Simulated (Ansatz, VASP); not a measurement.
**Two plane-wave programs on Ti2TeS**

```
Ti Te S
1.0
     3.99578    0.00000    0.00000
    -1.99789    3.46045    0.00000
     0.00000    0.00000    5.24306
Ti Te S
2 1 1
Direct
  0.00000 0.00000 0.74682
  0.00000 0.00000 0.25318
  0.33333 0.66667 0.00000
  0.66667 0.33333 0.50000
```

Change from the starting cell: species swapped into the Ni2SbTe type (P-6m2, No. 187).

Alike in both runs: task relaxation of cell and atoms; functional PBE; k mesh 4 × 4 × 3; occupations gaussian, width 0.15 eV; collinear spin.

```csv
,VASP,Ansatz
version,VASP 6.6.1,Ansatz 0.2.0
potentials or method,"VASP PAW PBE potentials, release 64 (Ti_sv, Te, S), cutoff 600 eV","scalar-relativistic, plane waves, PAW"
valence electrons in the cell,36,46
```

Ansatz gave:

```
gap on the k mesh at the Fermi level, each at its own relaxed structure (eV) : none
net moment per atom (μB)                                                     : 0.00
relaxed volume (Å³/atom)                                                     : 18.02
relaxed cell length with the largest relative difference (Å)                 : 3.469
```

Question: Which values does VASP return?

Answer: gap on the k mesh at the Fermi level, each at its own relaxed structure (eV): none; net moment per atom (μB): 0.00; relaxed volume (Å³/atom): 18.06; relaxed cell length with the largest relative difference (Å): 3.475.

A gap of «none» marks a metal or a gap that the smearing closes. VASP's potentials hold 36 valence electrons a cell and Ansatz's 46, so a difference there can come from the potentials and not from the codes. Ansatz's warnings: seeded moment not kept.

The k mesh is coarse, so the values compare programs but aren't converged. Neither program's run includes spin-orbit coupling.
